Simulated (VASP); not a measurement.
SiO2: electric field gradients with PBE

Crystal: SiO2.

```
Si O
1.0
     4.95801    0.00000    0.00000
     0.00000    8.74132    0.00000
     0.00000    0.00000    8.67864
Si O
8 16
Direct
  0.93371 0.17405 0.18126
  0.06629 0.82595 0.18126
  0.43371 0.32595 0.31874
  0.93371 0.17405 0.81874
  0.06629 0.82595 0.81874
  0.43371 0.32595 0.68126
  0.56629 0.67405 0.31874
  0.56629 0.67405 0.68126
  0.01355 0.80127 0.00000
  0.50000 0.50000 0.27157
  0.51355 0.69873 0.50000
  0.98645 0.19873 0.00000
  0.12318 0.28895 0.72161
  0.87682 0.71105 0.72161
  0.00000 0.00000 0.77157
  0.62318 0.21105 0.22161
  0.37682 0.78895 0.22161
  0.50000 0.50000 0.72843
  0.37682 0.78895 0.77839
  0.12318 0.28895 0.27839
  0.62318 0.21105 0.77839
  0.48645 0.30127 0.50000
  0.00000 0.00000 0.22843
  0.87682 0.71105 0.27839
```

```yaml
Program: VASP 6.6.1
Task: electric field gradients
Functional: PBE
Potentials_or_basis: VASP PAW PBE potentials, release 64 (Si, O)
Cutoff: 520 eV
k_mesh: 5 × 3 × 3
Occupations: fermi-dirac, width 0.02 eV
Spin: no spin polarisation
Dipole_correction: no
Further_INCAR_settings: LREAL = Auto; ALGO = Normal; EDIFF = 1e-08; NBANDS = 82
```

- Pressure: 4.4 GPa
- Largest force: 0.297 eV/Å
- Band gap on the k mesh: 5.69 eV (least direct gap 5.73 eV)
- Largest electric field gradient by atom: Si +5.3; O +91.8, +90.4, +87.7 (each value once) V/Å²

Forces in eV/Å, atoms in the order of the input:
```
Si   0.016  0.008 -0.014
Si  -0.016 -0.008 -0.014
Si   0.016 -0.008  0.014
Si   0.016  0.008  0.014
Si  -0.016 -0.008  0.014
Si   0.016 -0.008 -0.014
Si  -0.016  0.008  0.014
Si  -0.016  0.008 -0.014
O   -0.137 -0.149  0.000
O    0.000  0.000 -0.278
O   -0.137  0.149  0.000
O    0.137  0.149  0.000
O   -0.175  0.202 -0.130
O    0.175 -0.202 -0.130
O    0.000  0.000 -0.278
O   -0.175 -0.202 -0.130
O    0.175  0.202 -0.130
O    0.000  0.000  0.278
O    0.175  0.202  0.130
O   -0.175  0.202  0.130
O   -0.175 -0.202  0.130
O    0.137 -0.149  0.000
O    0.000  0.000  0.278
O    0.175 -0.202  0.130
```

Stress tensor (GPa, compression positive):
```
4.46 0.00 0.00
0.00 4.43 0.00
0.00 0.00 4.29
```

Levels at points of the mesh, in eV from the valence-band top:
```tsv
k point	band 61	band 62	band 63	band 64	band 65	band 66	band 67	band 68
(0.00, 0.00, 0.00)	-0.35	-0.30	-0.13	-0.05	5.69	7.92	7.94	8.19
```

Electric field gradients, principal values (V/Å²):
```
atom    least   middle  greatest (by size)
1 Si   -0.149   -5.169               5.319
2 Si   -0.149   -5.169               5.319
3 Si   -0.149   -5.169               5.319
4 Si   -0.149   -5.169               5.319
5 Si   -0.149   -5.169               5.319
6 Si   -0.149   -5.169               5.319
7 Si   -0.149   -5.169               5.319
8 Si   -0.149   -5.169               5.319
 9 O  -39.767  -51.991              91.757
10 O  -40.742  -49.687              90.429
11 O  -39.767  -51.991              91.757
12 O  -39.767  -51.991              91.757
13 O  -33.703  -54.009              87.712
14 O  -33.703  -54.009              87.712
15 O  -40.742  -49.687              90.429
16 O  -33.703  -54.009              87.712
17 O  -33.703  -54.009              87.712
18 O  -40.742  -49.687              90.429
19 O  -33.703  -54.009              87.712
20 O  -33.703  -54.009              87.712
21 O  -33.703  -54.009              87.712
22 O  -39.767  -51.991              91.757
23 O  -40.742  -49.687              90.429
24 O  -33.703  -54.009              87.712
```

It took 14 min on 1 thread of AMD EPYC 7R13 Processor (Zen 3) (shared host), peak memory 0.52 GiB.

Caveat: the cell stands under pressure; without QUAD_EFG the Cq values of the log hold for a quadrupole moment of 1 mb, not for the nuclei. A k mesh can miss the band edges.
